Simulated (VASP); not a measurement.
# Ta2N (P-31m) in VASP: notebook, part 2 of 2

VASP 6.6.1. The steps go on from the part before.

### Step 5. Single point, LDA

This run uses another cell than the first one, of the same volume but with other edges.

Contents of INCAR:

```
SYSTEM = Ta2N
PREC = Accurate
ENCUT = 520
EDIFF = 1E-6
ISMEAR = 0
SIGMA = 0.15
LREAL = .FALSE.
LASPH = .TRUE.
NELM = 80
ALGO = Normal
ISIF = 2
LWAVE = .FALSE.
LCHARG = .TRUE.
LELF = .TRUE.
LVHAR = .TRUE.
NBANDS = 50
```

Contents of KPOINTS:

```
regular mesh
0
G
  9 9 8
  0 0 0
```

Contents of POSCAR:

```
Ta2N
1.0
    5.3763138840      0.0000000000      0.0000000000
   -2.6881569420      4.6560244023      0.0000000000
    0.0000000000      0.0000000000      4.6193288891
Ta N
6 3
Direct
    0.6430231761      0.6430231761      0.7526041962
    0.0000000000      0.3569768239      0.7526041962
    0.3569768239      0.0000000000      0.7526041962
    0.3569768239      0.3569768239      0.2473958038
    0.0000000000      0.6430231761      0.2473958038
    0.6430231761      0.0000000000      0.2473958038
    0.6666666667      0.3333333333      0.5000000000
    0.3333333333      0.6666666667      0.5000000000
    0.0000000000      0.0000000000      0.0000000000
```

Potentials or basis: VASP PAW LDA potentials, release 64 (Ta_pv, N).

The run is started by

```console
> cat potpaw_LDA.64/Ta_pv/POTCAR potpaw_LDA.64/N/POTCAR > POTCAR
> mpirun -np 1 vasp_std > vasp.out
```

OUTCAR:

```text
SYSTEM = Ta2N
   PREC = Accurate
   ENCUT = 520
   EDIFF = 1E-6
   ISMEAR = 0
   LREAL = .FALSE.
   LASPH = .TRUE.
   NELM = 80
   ISIF = 2

 ion  position               nearest neighbor table
   1  0.643  0.643  0.753-   8 2.09   7 2.09   9 2.23   4 2.75   4 2.79   5 2.98   6 2.98   2 3.00
                             2 3.00   3 3.00   3 3.00   5 3.02   6 3.02   3 3.32   2 3.32
   2  0.000  0.357  0.753-   7 2.09   8 2.09   9 2.23   5 2.75   5 2.79   4 2.98   6 2.98   1 3.00
                             1 3.00   3 3.00   3 3.00   4 3.02   6 3.02   3 3.32   1 3.32
   3  0.357  0.000  0.753-   8 2.09   7 2.09   9 2.23   6 2.75   6 2.79   5 2.98   4 2.98   1 3.00
                             2 3.00   1 3.00   2 3.00   4 3.02   5 3.02   2 3.32   1 3.32
   4  0.357  0.357  0.247-   7 2.09   8 2.09   9 2.23   1 2.75   1 2.79   2 2.98   3 2.98   5 3.00
                             5 3.00   6 3.00   6 3.00   2 3.02   3 3.02   6 3.32   5 3.32
   5  0.000  0.643  0.247-   8 2.09   7 2.09   9 2.23   2 2.75   2 2.79   1 2.98   3 2.98   4 3.00
                             4 3.00   6 3.00   6 3.00   1 3.02   3 3.02   6 3.32   4 3.32
   6  0.643  0.000  0.247-   7 2.09   8 2.09   9 2.23   3 2.75   3 2.79   1 2.98   2 2.98   4 3.00
                             5 3.00   4 3.00   5 3.00   1 3.02   2 3.02   5 3.32   4 3.32
   7  0.667  0.333  0.500-   2 2.09   6 2.09   5 2.09   3 2.09   4 2.09   1 2.09
   8  0.333  0.667  0.500-   5 2.09   3 2.09   2 2.09   6 2.09   1 2.09   4 2.09
   9  0.000  0.000  0.000-   3 2.23   6 2.23   1 2.23   4 2.23   5 2.23   2 2.23

  LATTYP: Found a hexagonal cell.
 ALAT       =     5.3763138840
 C/A-ratio  =     0.8592000000

  Lattice vectors:

 A1 = (   5.3763138840,   0.0000000000,   0.0000000000)
 A2 = (  -2.6881569420,   4.6560244023,   0.0000000000)
 A3 = (   0.0000000000,   0.0000000000,   4.6193288891)

Analysis of symmetry for initial positions (statically):
=====================================================================
 Subroutine PRICEL returns:
 Original cell was already a primitive cell.

 Routine SETGRP: Setting up the symmetry group for a
 hexagonal supercell.

 Subroutine GETGRP returns: Found 12 space group operations
 (whereof 12 operations were pure point group operations)
[... 160 lines left out ...]
   LRPA    =     F    only Hartree local field effects (RPA)
 non-spin polarized calculation
 Gauss-broadening in eV      SIGMA  =   0.15
  energy-cutoff  :      520.00
  volume of cell :      115.63
 maximum number of plane-waves:      3144
   NGX = 19   NGY = 19   NGZ = 17

 number of electron      80.9999997 magnetization

 Free energy of the ion-electron system (eV)
  ---------------------------------------------------
  ext. energy  EPLUGINS =         0.00000000
  ---------------------------------------------------
  free energy    TOTEN  =      -112.41878823 eV

  energy without entropy =     -112.38064654  energy(sigma->0) =     -112.39971738

 E-fermi :   7.6642     XC(G=0): -13.3238

 val. band max:        7.6396459096   @ k =   0.1111   0.1111   0.0000
 cond. band min:       7.6655390845   @ k =   0.4444   0.1111   0.5000
 fundamental gap:      0.0258931749
 Fermi energy:         7.6641753366

 k-point     1 :       0.0000    0.0000    0.0000
  band No.  band energies     occupation
      1     -27.8772      2.00000
      2     -27.6791      2.00000
      3     -27.2978      2.00000
      4     -27.2978      2.00000
      5     -27.1525      2.00000
      6     -27.1525      2.00000
[... 1261 lines left out ...]
     49      11.1390      0.00000
     50      11.4295      0.00000

 [... further k-points ...]

------------------------ aborting loop because EDIFF is reached ----------------------------------------

  FORCE on cell =-STRESS in cart. coord.  units (eV):
  Direction    XX          YY          ZZ          XY          YZ          ZX
  --------------------------------------------------------------------------------------
  -------------------------------------------------------------------------------------
  Total       -0.5897967     -0.5897967     16.8933772      0.0000000      0.0000000      0.0000000
  in kB       -8.1721095     -8.1721095    234.0713789      0.0000000      0.0000000      0.0000000
  external PRESSURE =      72.5757199 kB  Pullay stress =       0.0000000 kB

 VOLUME and BASIS-vectors are now :
 -----------------------------------------------------------------------------
  energy-cutoff  :      520.00
  volume of cell :      115.63
      direct lattice vectors                 reciprocal lattice vectors
     5.376313884  0.000000000  0.000000000     0.186001045  0.107387753  0.000000000
    -2.688156942  4.656024402  0.000000000     0.000000000  0.214775507  0.000000000
     0.000000000  0.000000000  4.619328889     0.000000000  0.000000000  0.216481663

 POSITION                                       TOTAL-FORCE (eV/Angst)
 -----------------------------------------------------------------------------------
      1.72855      2.99393      3.47653         1.486399      2.574519      1.279985
     -0.95961      1.66209      3.47653         1.486399     -2.574519      1.279985
      1.91922      0.00000      3.47653        -2.972798     -0.000000      1.279985
      0.95961      1.66209      1.14280        -1.486399     -2.574519     -1.279985
     -1.72855      2.99393      1.14280        -1.486399      2.574519     -1.279985
      3.45709      0.00000      1.14280         2.972798      0.000000     -1.279985
      2.68816      1.55201      2.30966        -0.000000     -0.000000     -0.000000
     -0.00000      3.10402      2.30966        -0.000000      0.000000     -0.000000
      0.00000      0.00000      0.00000        -0.000000      0.000000     -0.000000
 -----------------------------------------------------------------------------------
    total drift:                               -0.000000      0.000000      0.000000

  FREE ENERGIE OF THE ION-ELECTRON SYSTEM (eV)
  ---------------------------------------------------
  free  energy   TOTEN  =      -112.4187882278 eV

  energy  without entropy=     -112.3806465393  energy(sigma->0) =     -112.39971738
```

stdout:

```text
POSCAR found type information on POSCAR TaN
 POSCAR found :  2 types and       9 ions
 scaLAPACK will be used
 LDA part: xc-table for (Slater(with rela. corr.)+CA(PZ))
 , standard interpolation
 POSCAR, INCAR and KPOINTS ok, starting setup
 FFT: planning ... GRIDC
 FFT: planning ... GRID_SOFT
 FFT: planning ... GRID
 WAVECAR not read
 entering main loop
```

It took 4.9 min on 1 thread of Intel Xeon Platinum 8488C (Sapphire Rapids), shared host; peak memory 0.42 GiB.

Results:

```
Free energy            : -112.4188 eV
Pressure               : 7.3 GPa
Largest force          : 3.237 eV/Å
Band gap on the k mesh : zero (an odd number of electrons rules out a gap without spin polarisation)
```

Forces on the atoms (eV/Å):
```
Ta   1.486  2.575  1.280
Ta   1.486 -2.575  1.280
Ta  -2.973  0.000  1.280
Ta  -1.486 -2.575 -1.280
Ta  -1.486  2.575 -1.280
Ta   2.973  0.000 -1.280
N    0.000  0.000  0.000
N    0.000  0.000  0.000
N    0.000  0.000  0.000
```

Caveat: the stress differs along the axes, from -1 to 23 GPa; spin-orbit coupling is left out, which moves the levels of the heavy elements; forces of over 1 eV/Å act on the atoms, so gaps and moduli don't describe the material at rest.

### Step 6. The runs side by side

| cell | gap on the mesh (eV) | pressure (GPa) | largest force (eV/Å) |
| --- | --- | --- | --- |
| a = 5.096, b = 5.096, c = 5.141 Å, angles 90.0, 90.0, 120.0°, 9 atoms, atomic positions A | none | 6.0 | 3.45 |
| a = 5.096, b = 5.096, c = 5.141 Å, angles 90.0, 90.0, 120.0°, 9 atoms, atomic positions B | none | 1.9 | 0.14 |
| a = 5.161, b = 5.161, c = 5.013 Å, angles 90.0, 90.0, 120.0°, 9 atoms, atomic positions B | none | 1.5 | 0.10 |
| a = 5.376, b = 5.376, c = 4.619 Å, angles 90.0, 90.0, 120.0°, 9 atoms, atomic positions A | none | 7.3 | 3.24 |

Alike in all rows: task single point; level LDA; potentials or basis VASP PAW LDA potentials, release 64 (Ta_pv, N); no spin polarisation; k mesh 9 × 9 × 8; cutoff (eV) 520; smearing gaussian 0.15 eV.

Caveats: spin-orbit coupling is left out, which moves the levels of the heavy elements; forces of over 1 eV/Å act on the atoms, so gaps and moduli don't describe the material at rest (at least some runs); the stress differs along the axes, from -8 to 13 GPa (at least some runs); the stress differs along the axes, from -12 to 9 GPa (at least some runs); the stress differs along the axes, from -5 to 5 GPa (at least some runs); the stress differs along the axes, from -1 to 23 GPa (at least some runs).

Absolute energies hang on the potentials; compare differences alone.

The gap in the log of VASP goes by the Fermi energy; the results here count the filled bands.